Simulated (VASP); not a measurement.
# TiAl (Pm-3m) in VASP: settings compared, part 2 of 2

VASP 6.6.1. The steps go on from the part before.

## 3. Relaxation of cell and atoms, RPBE+D4

This run uses another cell than the first one, of 16.06 Å³/atom, 1.016 times its volume.

INCAR reads:

```
SYSTEM = TiAl
PREC     = Accurate       ! precision mode
ENCUT    = 600            ! plane-wave cutoff, eV
EDIFF    = 1E-6           ! SCF threshold, eV
ISMEAR   = -1             ! smearing method
SIGMA    = 0.05           ! smearing width, eV
LREAL    = .FALSE.        ! projectors in reciprocal space
LASPH    = .TRUE.         ! aspherical terms in the spheres
NELM     = 100            ! most SCF steps
ALGO     = Normal         ! electronic algorithm
ISIF     = 3              ! what is computed and relaxed
LWAVE    = .FALSE.        ! write WAVECAR
LCHARG   = .FALSE.        ! write CHGCAR
GGA      = RP             ! functional
IVDW     = 13             ! dispersion correction
IBRION   = 2              ! ionic algorithm
NSW      = 60             ! ionic steps
EDIFFG   = -0.01          ! ionic threshold
```

KPOINTS reads:

```
Automatic mesh
0
G
  8 8 8
  0 0 0
```

POSCAR reads:

```
TiAl
1.0
    3.1790640000      0.0000000000      0.0000000000
    0.0000000000      3.1790640000      0.0000000000
    0.0000000000      0.0000000000      3.1790640000
Ti Al
1 1
Direct
    0.0000000000      0.0000000000      0.0000000000
    0.5000000000      0.5000000000      0.5000000000
```

Potentials or basis: VASP PAW PBE potentials, release 64 (Ti_sv, Al).

On the command line:

```bash
$ cat potpaw_PBE.64/Ti_sv/POTCAR potpaw_PBE.64/Al/POTCAR > POTCAR
$ mpirun -np 1 vasp_std > vasp.out
```

OUTCAR:

```text
SYSTEM = TiAl
   PREC = Accurate
   ENCUT = 600
   EDIFF = 1E-6
   ISMEAR = -1
   LREAL = .FALSE.
   LASPH = .TRUE.
   NELM = 100
   ISIF = 3
   GGA = RP
   IVDW = 13
   IBRION = 2
   NSW = 60
   EDIFFG = -0.01

 ion  position               nearest neighbor table
   1  0.000  0.000  0.000-   2 2.75   2 2.75   2 2.75   2 2.75   2 2.75   2 2.75   2 2.75   2 2.75

   2  0.500  0.500  0.500-   1 2.75   1 2.75   1 2.75   1 2.75   1 2.75   1 2.75   1 2.75   1 2.75

  LATTYP: Found a simple cubic cell.
 ALAT       =     3.1790640000

  Lattice vectors:

 A1 = (   3.1790640000,   0.0000000000,   0.0000000000)
 A2 = (   0.0000000000,   3.1790640000,   0.0000000000)
 A3 = (   0.0000000000,   0.0000000000,   3.1790640000)

Analysis of symmetry for initial positions (statically):
=====================================================================
 Subroutine PRICEL returns:
 Original cell was already a primitive cell.

 Routine SETGRP: Setting up the symmetry group for a
 simple cubic supercell.

 Subroutine GETGRP returns: Found 48 space group operations
 (whereof 48 operations were pure point group operations)
 out of a pool of 48 trial point group operations.

The static configuration has the point symmetry O_h .

Analysis of symmetry for dynamics (positions and initial velocities):
=====================================================================
 Subroutine PRICEL returns:
 Original cell was already a primitive cell.

 Routine SETGRP: Setting up the symmetry group for a
 simple cubic supercell.

 Subroutine GETGRP returns: Found 48 space group operations
 (whereof 48 operations were pure point group operations)
 out of a pool of 48 trial point group operations.

The dynamic configuration has the point symmetry O_h .

 Subroutine INISYM returns: Found 48 space group operations
 (whereof 48 operations are pure point group operations),
 and found     1 'primitive' translations

----------------------------------------------------------------------------------------

                                     Primitive cell

  volume of cell :      32.1290

  direct lattice vectors                    reciprocal lattice vectors
     3.179064000  0.000000000  0.000000000     0.314557996  0.000000000  0.000000000
[... 103 lines left out ...]
   IALGO  =     38    algorithm
   IMIX   =      4    mixing-type and parameters
     AMIX     =   0.40;   BMIX     =  1.00
     AMIX_MAG =   1.60;   BMIX_MAG =  1.00
  volume/ion in A,a.u.               =      16.06       108.41
  Fermi-wavevector in a.u.,A,eV,Ry     =   1.270007  2.399964 21.945065  1.612917
  Thomas-Fermi vector in A             =   2.403017
   LORBIT       =      0    0 simple, 1 ext, 2 COOP (PROOUT), +10 PAW based schemes
   GGA     = RP    functional components
   LHFCALC =     F    Hartree Fock is set to
   AEXX    =    0.0000 exact exchange contribution
   IVDW    =    13    specifies the selected vdW correction
   LEPSILON=     F    determine dielectric tensor
   LRPA    =     F    only Hartree local field effects (RPA)
 conjugate gradient relaxation of ions
 non-spin polarized calculation
  energy-cutoff  :      600.00
  volume of cell :       32.13
 maximum number of plane-waves:      1108
 NGX is ok and might be reduce to    28
   NGX = 13   NGY = 13   NGZ = 13

--------------------------------------- Ionic step        1  -------------------------------------------

 number of electron      15.0000003 magnetization

 Free energy of the ion-electron system (eV)
  ---------------------------------------------------
  ext. energy  EPLUGINS =         0.00000000
  ---------------------------------------------------
  free energy    TOTEN  =       -11.45708395 eV

  energy without entropy =      -11.43468877  energy(sigma->0) =      -11.44588636

------------------------ aborting loop because EDIFF is reached ----------------------------------------

  DFT-D4 for vdW energy calculation

  Edisp (eV):   -1.07001
[... 71 lines left out ...]
--------------------------------------- Ionic step        3  -------------------------------------------

 number of electron      15.0000003 magnetization

 Free energy of the ion-electron system (eV)
  ---------------------------------------------------
  ext. energy  EPLUGINS =         0.00000000
  ---------------------------------------------------
  free energy    TOTEN  =       -11.44250163 eV

  energy without entropy =      -11.42056935  energy(sigma->0) =      -11.43153549

 E-fermi :   9.0641     XC(G=0): -11.0715

 val. band max:        9.0404695505   @ k =   0.3750   0.1250   0.1250
 cond. band min:       9.0679851290   @ k =   0.5000   0.3750   0.2500
 fundamental gap:      0.0275155785
 Fermi energy:         9.0641035708

 k-point     1 :       0.0000    0.0000    0.0000
  band No.  band energies     occupation
      1     -47.9453      2.00000
      2     -24.0757      2.00000
      3     -24.0757      2.00000
      4     -24.0757      2.00000
      5      -0.3003      2.00000
      6       7.5712      2.00000
      7       7.5712      2.00000
      8      10.9232      0.00000
      9      10.9232      0.00000
     10      10.9232      0.00000
     11      13.5671      0.00000
[... 309 lines left out ...]
 k-point    24 :       0.5000    0.3750    0.1250
  band No.  band energies     occupation
      1     -47.9144      2.00000
      2     -24.2303      2.00000
      3     -24.2021      2.00000
      4     -24.0707      2.00000
      5       3.9759      2.00000
      6       6.0035      2.00000
      7       7.0668      2.00000
      8       8.4634      1.99999
      9       9.9840      0.00000
     10      10.0056      0.00000
     11      11.9623      0.00000

 [... further k-points ...]

------------------------ aborting loop because EDIFF is reached ----------------------------------------

  DFT-D4 for vdW energy calculation

  Edisp (eV):   -1.08773
[... 25 lines left out ...]
  FREE ENERGIE OF THE ION-ELECTRON SYSTEM (eV)
  ---------------------------------------------------
  free  energy   TOTEN  =       -12.5302329784 eV

  energy  without entropy=      -12.5083006981  energy(sigma->0) =      -12.51926684

 reached required accuracy - stopping structural energy minimisation
```

OSZICAR:

```text
N       E                     dE             d eps       ncg     rms          rms(c)
DAV:   1     0.100718268315E+03    0.10072E+03   -0.81050E+03   770   0.152E+03
DAV:   2    -0.660784189485E+01   -0.10733E+03   -0.10495E+03   779   0.361E+02
DAV:   3    -0.128191232388E+02   -0.62113E+01   -0.59109E+01  1223   0.826E+01
[... 27 lines left out ...]
DAV:   4    -0.114420316683E+02   -0.32003E-03   -0.33214E-03   887   0.355E-01    0.766E-02
DAV:   5    -0.114423776239E+02   -0.34596E-03   -0.43542E-04   987   0.189E-01    0.417E-02
DAV:   6    -0.114424979830E+02   -0.12036E-03   -0.36663E-04  1168   0.111E-01    0.154E-02
DAV:   7    -0.114425015777E+02   -0.35947E-05   -0.24906E-05  1078   0.459E-02    0.259E-03
DAV:   8    -0.114425016296E+02   -0.51856E-07   -0.18159E-06   735   0.110E-02
   3 F= -.12530233E+02 E0= -.12519267E+02  d E =-.313867E-02
```

Wall time 88 s (1 thread of AMD EPYC 7R13, shared host); peak memory 0.14 GiB.

Results:

| Property | Result |
| --- | --- |
| Free energy | -12.5302 eV |
| Relaxed volume | 15.80 Å³/atom |
| Relaxed cell | a = 3.162 Å, b = 3.162 Å, c = 3.162 Å, α = 90.00°, β = 90.00°, γ = 90.00° |
| Space group after relaxing (to 0.05 Å) | Pm-3m (No. 221) |
| Energy gained by relaxing | 1.6 meV/atom |
| Ionic steps | 3 |
| Pressure after relaxing | 0.0 GPa |
| Dispersion energy per atom | -0.544 eV |

The path:
```tsv
step	energy change (eV)	largest force (eV/Å)	pressure (GPa)	volume (Å³)
1	0.0000	0.0000	-1.91	32.13
2	-0.0017	0.0000	1.30	31.25
3	-0.0031	0.0000	0.03	31.60
```

Final structure:
```
Ti Al
1.0
     3.16154    0.00000    0.00000
     0.00000    3.16154    0.00000
     0.00000    0.00000    3.16154
Ti Al
1 1
Direct
  0.00000 0.00000 0.00000
  0.50000 0.50000 0.50000
```

Caveat: the PAW data sets were made with another functional, which shifts forces and pressure a little; pairwise dispersion overbinds metals, which lowers pressure and volume.
